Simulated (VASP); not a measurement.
# SnO2 (P4_2/mnm) in VASP: notebook

The runs below take SnO2 through single point, with PBE, r2SCAN.

All numbers are computed with VASP 6.6.1; they aren't measurements. Logs are shortened: lines on timing, memory, paths and dates and some standing lists are left out, and cuts for length are marked.

### Step 1. The cell of the first run

It takes space group P4_2/mnm (No. 136, tetragonal). The conventional cell has a = 4.827 Å, b = 4.827 Å, c = 3.238 Å, α = 90.00°, β = 90.00°, γ = 90.00°. Within 2.8 Å of Sn (site symmetry mmm) lie 6 O at 2.09 to 2.10 Å. Within 2.8 Å of O (site symmetry m2m) lie 3 Sn at 2.09 to 2.10 Å and 1 O at 2.64 Å.

### Step 2. Single point, PBE

The input, INCAR:

```
PREC = Accurate ; ENCUT = 600
EDIFF = 1E-6 ; ISMEAR = -1
SIGMA = 0.01 ; LREAL = False
LASPH = True ; NELM = 120
ALGO = Normal ; ISIF = 2
LWAVE = False ; LCHARG = True
GGA = PE ; LELF = True
LVHAR = True ; NBANDS = 64
GGA_COMPAT = False
```

The input, KPOINTS:

```
regular mesh
0
Gamma
  2 2 2
```

The input, POSCAR:

```
SnO2
1.0
    0.0000000000      4.8274600300      3.2379533400
    4.8274600300      0.0000000000      3.2379533400
    4.8274600300      4.8274600300      0.0000000000
Sn O
4 8
Direct
    0.2500000000      0.2500000000      0.2500000000
    0.7500000000      0.7500000000      0.7500000000
    0.0000000000      0.0000000000      0.0000000000
    0.5000000000      0.5000000000      0.5000000000
    0.0568734611      0.4431265389      0.7500000000
    0.5568734611      0.9431265389      0.2500000000
    0.4431265389      0.0568734611      0.7500000000
    0.9431265389      0.5568734611      0.2500000000
    0.0000000000      0.0000000000      0.3068734611
    0.5000000000      0.5000000000      0.8068734611
    0.0000000000      0.0000000000      0.6931265389
    0.5000000000      0.5000000000      0.1931265389
```

Potentials or basis: VASP PAW PBE potentials, release 64 (Sn_d, O).

Launch:

```bash
$ cat potpaw_PBE.64/Sn_d/POTCAR potpaw_PBE.64/O/POTCAR > POTCAR
$ mpirun -np 1 vasp_std > vasp.out
```

OUTCAR:

```text
PREC = Accurate
   ENCUT = 600
   EDIFF = 1E-6
   ISMEAR = -1
   LREAL = False
   LASPH = True
   NELM = 120
   ISIF = 2
   GGA = PE

 ion  position               nearest neighbor table
   1  0.250  0.250  0.250-   9 2.09  10 2.09  11 2.09  12 2.09   6 2.10   8 2.10   2 3.24   2 3.24

   2  0.750  0.750  0.750-   9 2.09  10 2.09  11 2.09  12 2.09   5 2.10   7 2.10   1 3.24   1 3.24

   3  0.000  0.000  0.000-   5 2.09   6 2.09   7 2.09   8 2.09   9 2.10  11 2.10   4 3.24   4 3.24

   4  0.500  0.500  0.500-   5 2.09   6 2.09   7 2.09   8 2.09  10 2.10  12 2.10   3 3.24   3 3.24

   5  0.057  0.443  0.750-   3 2.09   4 2.09   2 2.10
   6  0.557  0.943  0.250-   3 2.09   4 2.09   1 2.10
   7  0.443  0.057  0.750-   3 2.09   4 2.09   2 2.10
   8  0.943  0.557  0.250-   3 2.09   4 2.09   1 2.10
   9  0.000  0.000  0.307-   1 2.09   2 2.09   3 2.10
  10  0.500  0.500  0.807-   1 2.09   2 2.09   4 2.10
  11  0.000  0.000  0.693-   1 2.09   2 2.09   3 2.10
  12  0.500  0.500  0.193-   1 2.09   2 2.09   4 2.10

  LATTYP: Found a body centered tetragonal cell.
 ALAT       =     6.8270594462
 C/A-ratio  =     0.9485645659

  Lattice vectors:

 A1 = (   0.0000000000,  -4.8274600300,  -3.2379533400)
 A2 = (   0.0000000000,   4.8274600300,  -3.2379533400)
 A3 = (   4.8274600300,   0.0000000000,   3.2379533400)

Analysis of symmetry for initial positions (statically):
=====================================================================
 Subroutine PRICEL returns following result:

  LATTYP: Found a simple tetragonal cell.
 ALAT       =     4.8274600300
 C/A-ratio  =     0.6707364369

  Lattice vectors:

 A1 = (   4.8274600300,   0.0000000000,   0.0000000000)
 A2 = (   0.0000000000,   4.8274600300,   0.0000000000)
 A3 = (   0.0000000000,   0.0000000000,   3.2379533400)

   2 primitive cells build up your supercell.

 Routine SETGRP: Setting up the symmetry group for a
 body centered tetragonal supercell.

 Subroutine GETGRP returns: Found 16 space group operations
 (whereof  8 operations were pure point group operations)
 out of a pool of 16 trial point group operations.

The static configuration has the point symmetry D_2h.
 The point group associated with its full space group is D_4h.

Analysis of symmetry for dynamics (positions and initial velocities):
=====================================================================
 Subroutine PRICEL returns following result:

  LATTYP: Found a simple tetragonal cell.
 ALAT       =     4.8274600300
 C/A-ratio  =     0.6707364369

  Lattice vectors:

 A1 = (   4.8274600300,   0.0000000000,   0.0000000000)
 A2 = (   0.0000000000,   4.8274600300,   0.0000000000)
 A3 = (   0.0000000000,   0.0000000000,   3.2379533400)

   2 primitive cells build up your supercell.

 Routine SETGRP: Setting up the symmetry group for a
 body centered tetragonal supercell.

 Subroutine GETGRP returns: Found 16 space group operations
 (whereof  8 operations were pure point group operations)
 out of a pool of 16 trial point group operations.

The dynamic configuration has the point symmetry D_2h.
 The point group associated with its full space group is D_4h.

 Subroutine INISYM returns: Found 16 space group operations
 (whereof  8 operations are pure point group operations),
 and found     2 'primitive' translations

----------------------------------------------------------------------------------------

                                     Primitive cell

  volume of cell :      75.4585

  direct lattice vectors                    reciprocal lattice vectors
     4.827460030  0.000000000  0.000000000     0.207148271  0.000000000  0.000000000
     0.000000000  4.827460030  0.000000000     0.000000000  0.207148271  0.000000000
     0.000000000  0.000000000  3.237953340     0.000000000  0.000000000  0.308837063

  length of vectors
     4.827460030  4.827460030  3.237953340     0.207148271  0.207148271  0.308837063

  position of ions in fractional coordinates (direct lattice)
     0.500000000  0.500000000  0.500000000
     0.000000000  0.000000000  0.000000000
     0.193126539  0.806873461  0.500000000
     0.806873461  0.193126539  0.500000000
     0.306873461  0.306873461  0.000000000
     0.693126539  0.693126539  1.000000000

  ion indices of the primitive-cell ions
   primitive index   ion index
                 1           1
                 2           3
                 3           6
                 4           8
                 5           9
                 6          12

----------------------------------------------------------------------------------------

 KPOINTS: regular mesh

Automatic generation of k-mesh.
 Grid dimensions read from file:
 generate k-points for:    2    2    2

 Generating k-lattice:

  Cartesian coordinates                     Fractional coordinates (reciprocal lattice)
    -0.051787068  0.051787068  0.077209266     0.500000000  0.000000000  0.000000000
     0.051787068 -0.051787068  0.077209266     0.000000000  0.500000000  0.000000000
     0.051787068  0.051787068 -0.077209266     0.000000000  0.000000000  0.500000000

  Length of vectors
     0.106419319  0.106419319  0.106419319

  Shift w.r.t. Gamma in fractional coordinates (k-lattice)
     0.000000000  0.000000000  0.000000000

 Subroutine IBZKPT returns following result:
 ===========================================

 Found      4 irreducible k-points:

 Following reciprocal coordinates:
            Coordinates               Weight
  0.000000  0.000000  0.000000      1.000000
  0.500000  0.000000  0.000000      4.000000
  0.500000  0.500000  0.000000      1.000000
  0.500000  0.000000  0.500000      2.000000
   k-points           NKPTS =      4   k-points in BZ     NKDIM =      4   number of bands    NBANDS=     64
   number of dos      NEDOS =    301   number of ions     NIONS =     12
   total plane-waves  NPLWV = 129024
   dimension x,y,z NGX =    48 NGY =   48 NGZ =   56
   dimension x,y,z NGXF=    96 NGYF=   96 NGZF=  112
   ions per type =               4   8
   NGX,Y,Z   is equivalent  to a cutoff of  13.73, 13.73, 13.64 a.u.
   NGXF,Y,Z  is equivalent  to a cutoff of  27.46, 27.46, 27.27 a.u.
 SYSTEM =  unknown system
   PREC   = accura    normal or accurate (medium, high low for compatibility)
   ISTART =      0    job   : 0-new  1-cont  2-samecut
   ICHARG =      2    charge: 1-file 2-atom 10-const
   ISPIN  =      1    spin polarized calculation?
   LNONCOLLINEAR =      F non collinear calculations
   LSORBIT =      F    spin-orbit coupling
   LASPH  =      T    aspherical Exc in radial PAW
   ENCUT  =  600.0 eV  44.10 Ry    6.64 a.u.  11.61 11.61 13.64*2*pi/ulx,y,z
   NELM   =    120;   NELMIN=  2; NELMDL= -5     # of ELM steps
   EDIFF  = 0.1E-05   stopping-criterion for ELM
   LREAL  =      F    real-space projection
   EDIFFG = 0.1E-04   stopping-criterion for IOM
   NSW    =      0    number of steps for IOM
   IBRION =     -1    ionic relax: 0-MD 1-quasi-New 2-CG
   NFREE  =      0    steps in history (QN), initial steepest desc. (CG)
   ISIF   =      2    stress and relaxation
   ISYM   =      2    0-nonsym 1-usesym 2-fastsym
   POTIM  = 0.5000    time-step for ionic-motion
   TEBEG  =    0.0;   TEEND  =   0.0 temperature during run
   PSTRESS=    0.0 pullay stress
   NELECT =     104.0000    total number of electrons
   NUPDOWN=      -1.0000    fix difference up-down
   EMIN   =  10.00;   EMAX   =-10.00  energy-range for DOS
   EFERMI =   0.00;   METHOD = LEGACY
   ISMEAR =    -1;   SIGMA  =   0.01  broadening in eV -4-tet -1-fermi 0-gaus
   EFERMI_NEDOS =   21; number of points for ismear=-14 and -15
   IALGO  =     38    algorithm
   IMIX   =      4    mixing-type and parameters
     AMIX     =   0.40;   BMIX     =  1.00
     AMIX_MAG =   1.60;   BMIX_MAG =  1.00
  volume/ion in A,a.u.               =      12.58        84.87
  Fermi-wavevector in a.u.,A,eV,Ry     =   1.446017  2.732575 28.449294  2.090964
  Thomas-Fermi vector in A             =   2.564133
   LORBIT       =      0    0 simple, 1 ext, 2 COOP (PROOUT), +10 PAW based schemes
   GGA     = PE    functional components
   LHFCALC =     F    Hartree Fock is set to
   AEXX    =    0.0000 exact exchange contribution
   IVDW    =     0    specifies the selected vdW correction
   LEPSILON=     F    determine dielectric tensor
   LRPA    =     F    only Hartree local field effects (RPA)
 non-spin polarized calculation
  energy-cutoff  :      600.00
  volume of cell :      150.92
 maximum number of plane-waves:      5046
 NGX is ok and might be reduce to    48
   NGX = 23   NGY = 23   NGZ = 27

 number of electron     104.0000015 magnetization

 Free energy of the ion-electron system (eV)
  ---------------------------------------------------
  ext. energy  EPLUGINS =         0.00000000
  ---------------------------------------------------
  free energy    TOTEN  =       -74.49468239 eV

  energy without entropy =      -74.49468239  energy(sigma->0) =      -74.49468239

 E-fermi :   5.8490     XC(G=0): -10.9723

 val. band max:        5.5478443349   @ k =   0.0000   0.0000   0.0000
 cond. band min:       6.2096324327   @ k =   0.0000   0.0000   0.0000
 fundamental gap:      0.6617880978
 Fermi energy:         5.8490320118

 k-point     1 :       0.0000    0.0000    0.0000
  band No.  band energies     occupation
      1     -15.5113      2.00000
      2     -15.3090      2.00000
      3     -15.3090      2.00000
      4     -14.8862      2.00000
      5     -14.8862      2.00000
      6     -14.8531      2.00000
[... 56 lines left out ...]
     63      16.1073      0.00000
     64      16.1534      0.00000

 k-point     2 :       0.5000    0.0000    0.0000
  band No.  band energies     occupation
      1     -15.2621      2.00000
      2     -15.2621      2.00000
      3     -15.0437      2.00000
      4     -15.0437      2.00000
      5     -15.0081      2.00000
      6     -15.0081      2.00000
[... 56 lines left out ...]
     63      16.2062      0.00000
     64      16.2483      0.00000

 k-point     3 :       0.5000    0.5000    0.0000
  band No.  band energies     occupation
      1     -15.2990      2.00000
      2     -15.2990      2.00000
      3     -15.2716      2.00000
      4     -15.2716      2.00000
      5     -14.8721      2.00000
      6     -14.8721      2.00000
[... 56 lines left out ...]
     63      15.9637      0.00000
     64      16.0017      0.00000

 k-point     4 :       0.5000    0.0000    0.5000
  band No.  band energies     occupation
      1     -15.4519      2.00000
      2     -15.4519      2.00000
      3     -15.2052      2.00000
      4     -15.2052      2.00000
      5     -14.6528      2.00000
      6     -14.6528      2.00000
[... 56 lines left out ...]
     63      16.1151      0.00000
     64      16.1151      0.00000

------------------------ aborting loop because EDIFF is reached ----------------------------------------

  FORCE on cell =-STRESS in cart. coord.  units (eV):
  Direction    XX          YY          ZZ          XY          YZ          ZX
  --------------------------------------------------------------------------------------
  -------------------------------------------------------------------------------------
  Total        0.1849867      0.1849867      0.0025125      0.0000000      0.0000000      0.0000000
  in kB        1.9638721      1.9638721      0.0266736      0.0000000      0.0000000      0.0000000
  external PRESSURE =       1.3181393 kB  Pullay stress =       0.0000000 kB

 VOLUME and BASIS-vectors are now :
 -----------------------------------------------------------------------------
  energy-cutoff  :      600.00
  volume of cell :      150.92
      direct lattice vectors                 reciprocal lattice vectors
     0.000000000  4.827460030  3.237953340    -0.103574136  0.103574136  0.154418532
     4.827460030  0.000000000  3.237953340     0.103574136 -0.103574136  0.154418532
     4.827460030  4.827460030  0.000000000     0.103574136  0.103574136 -0.154418532

 POSITION                                       TOTAL-FORCE (eV/Angst)
 -----------------------------------------------------------------------------------
      2.41373      2.41373      1.61898         0.000000     -0.000000      0.000000
      7.24119      7.24119      4.85693         0.000000     -0.000000      0.000000
      0.00000      0.00000      0.00000         0.000000     -0.000000      0.000000
      4.82746      4.82746      3.23795         0.000000     -0.000000      0.000000
      5.75977      3.89515      1.61898         0.003295     -0.003295      0.000000
      5.75977      3.89515      4.85693         0.003295     -0.003295      0.000000
      3.89515      5.75977      1.61898        -0.003295      0.003295      0.000000
      3.89515      5.75977      4.85693        -0.003295      0.003295      0.000000
      1.48142      1.48142      0.00000        -0.003295     -0.003295     -0.000000
      6.30888      6.30888      3.23795        -0.003295     -0.003295     -0.000000
      3.34604      3.34604      0.00000         0.003295      0.003295      0.000000
      3.34604      3.34604      3.23795         0.003295      0.003295     -0.000000
 -----------------------------------------------------------------------------------
    total drift:                               -0.000000     -0.000000     -0.000000

  FREE ENERGIE OF THE ION-ELECTRON SYSTEM (eV)
  ---------------------------------------------------
  free  energy   TOTEN  =       -74.4946823871 eV

  energy  without entropy=      -74.4946823871  energy(sigma->0) =      -74.49468239
```

Wall time 1.7 min (1 thread of Intel Xeon 8259CL, shared host); peak memory 0.34 GiB.

What came out:

| Property | Result |
| --- | --- |
| Free energy | -74.4947 eV |
| Pressure | 0.1 GPa |
| Largest force | 0.005 eV/Å |
| Band gap on the k mesh | 0.66 eV |

Forces on the atoms (eV/Å):
```
Sn   0.000  0.000  0.000
Sn   0.000  0.000  0.000
Sn   0.000  0.000  0.000
Sn   0.000  0.000  0.000
O    0.003 -0.003  0.000
O    0.003 -0.003  0.000
O   -0.003  0.003  0.000
O   -0.003  0.003  0.000
O   -0.003 -0.003  0.000
O   -0.003 -0.003  0.000
O    0.003  0.003  0.000
O    0.003  0.003  0.000
```

Levels at points of the mesh, in eV from the valence-band top:
| k point | band 49 | band 50 | band 51 | band 52 | band 53 | band 54 | band 55 | band 56 |
| --- | --- | --- | --- | --- | --- | --- | --- | --- |
| (0.00, 0.00, 0.00) | -0.78 | -0.74 | -0.74 | 0.00 | 0.66 | 4.35 | 4.35 | 5.67 |
| (0.50, 0.00, 0.00) | -0.81 | -0.81 | -0.49 | -0.49 | 4.00 | 4.00 | 5.60 | 5.60 |
| (0.50, 0.50, 0.00) | -1.19 | -1.19 | -0.85 | -0.85 | 4.25 | 4.25 | 5.58 | 5.58 |
| (0.50, 0.00, 0.50) | -0.75 | -0.75 | -0.61 | -0.61 | 3.87 | 3.87 | 5.84 | 5.84 |

Caveat: the k points lie up to 0.67 Å⁻¹ apart; semilocal functionals underestimate gaps, and a narrow one can read as zero; spin-orbit coupling is left out, which moves the levels of the heavy elements.

### Step 3. Single point, PBE

The input, INCAR:

```
SYSTEM = SnO2
PREC     = Accurate       ! precision mode
ENCUT    = 600            ! plane-wave cutoff, eV
EDIFF    = 1E-6           ! SCF threshold, eV
ISMEAR   = -1             ! smearing method
SIGMA    = 0.01           ! smearing width, eV
LREAL    = .False.        ! projectors in reciprocal space
LASPH    = .True.         ! aspherical terms in the spheres
NELM     = 120            ! most SCF steps
ALGO     = Normal         ! electronic algorithm
ISIF     = 2              ! what is computed and relaxed
LWAVE    = .False.        ! write WAVECAR
LCHARG   = .False.        ! write CHGCAR
GGA      = PE             ! functional
NBANDS   = 64             ! bands
GGA_COMPAT= .False.
```

The input, KPOINTS:

```
Automatic mesh
0
Gamma
  2 2 2
  0 0 0
```

POSCAR is that of step 2.

Potentials or basis: VASP PAW PBE potentials, release 64 (Sn_d, O).

Launch:

```bash
$ cat potpaw_PBE.64/Sn_d/POTCAR potpaw_PBE.64/O/POTCAR > POTCAR
$ mpirun -np 1 vasp_std > vasp.out
```

Wall time 77 s (1 thread of Intel Xeon 8259CL, shared host); peak memory 0.34 GiB.

It converged, with:

```yaml
Free_energy: -74.4947 eV
Pressure: 0.1 GPa
Largest_force: 0.005 eV/Å
Band_gap_on_the_k_mesh: 0.66 eV
```

Forces in eV/Å, atoms in the order of the input:
```
Sn   0.000  0.000  0.000
Sn   0.000  0.000  0.000
Sn   0.000  0.000  0.000
Sn   0.000  0.000  0.000
O    0.003 -0.003  0.000
O    0.003 -0.003  0.000
O   -0.003  0.003  0.000
O   -0.003  0.003  0.000
O   -0.003 -0.003  0.000
O   -0.003 -0.003  0.000
O    0.003  0.003  0.000
O    0.003  0.003  0.000
```

Stress tensor (GPa, compression positive):
```
0.20 0.00 0.00
0.00 0.20 0.00
0.00 0.00 0.00
```

Levels at points of the mesh, in eV from the valence-band top:
```tsv
k point	band 49	band 50	band 51	band 52	band 53	band 54	band 55	band 56
(0.00, 0.00, 0.00)	-0.78	-0.74	-0.74	0.00	0.66	4.35	4.35	5.67
(0.50, 0.00, 0.00)	-0.81	-0.81	-0.49	-0.49	4.00	4.00	5.60	5.60
(0.50, 0.50, 0.00)	-1.19	-1.19	-0.85	-0.85	4.25	4.25	5.58	5.58
(0.50, 0.00, 0.50)	-0.75	-0.75	-0.61	-0.61	3.87	3.87	5.84	5.84
```

Caveat: the k points lie up to 0.67 Å⁻¹ apart; semilocal functionals underestimate gaps, and a narrow one can read as zero; spin-orbit coupling is left out, which moves the levels of the heavy elements.

[end of part 1 of 2]
